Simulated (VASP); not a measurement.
Input of a VASP 6.6.1 run:

Contents of INCAR:

```
ALGO = Normal ; EDIFF = 1E-6
ENCUT = 520 ; GGA = PE
ISIF = 2 ; ISMEAR = 0
LASPH = T ; LCHARG = T
LELF = T ; LREAL = F
LVHAR = T ; LWAVE = F
NBANDS = 20 ; NELM = 80
PREC = Accurate ; SIGMA = 0.05
```

Contents of KPOINTS:

```
k-points
0
Gamma
  10 10 10
```

Contents of POSCAR:

```
Te2Pb
1.0
    2.2435287574      1.2953019320      6.2630101238
   -2.2435287574      1.2953019320      6.2630101238
    0.0000000000     -2.5906038640      6.2630101238
Pb Te
1 2
Direct
    0.0000000000      0.0000000000      0.0000000000
    0.2296008516      0.2296008516      0.2296008516
    0.7703991484      0.7703991484      0.7703991484
```

Potentials or basis: VASP PAW PBE potentials, release 64 (Pb_d, Te).

Launch:

```console
$ cat potpaw_PBE.64/Pb_d/POTCAR potpaw_PBE.64/Te/POTCAR > POTCAR
$ mpirun -np 1 vasp_std > vasp.out
```

**Question.** Predict the largest force.

**Answer.** 0.004 eV/Å.

**Question.** What does it give for the band gap on the k mesh?

**Answer.** Zero (bands 13 and 14 overlap by 0.78 eV).

Forces on the atoms (eV/Å):
```
Pb   0.000  0.000  0.000
Te   0.000  0.000 -0.004
Te   0.000  0.000  0.004
```

Caveat: semilocal functionals underestimate gaps, and a narrow one can read as zero; spin-orbit coupling is left out, which moves the levels of the heavy elements.
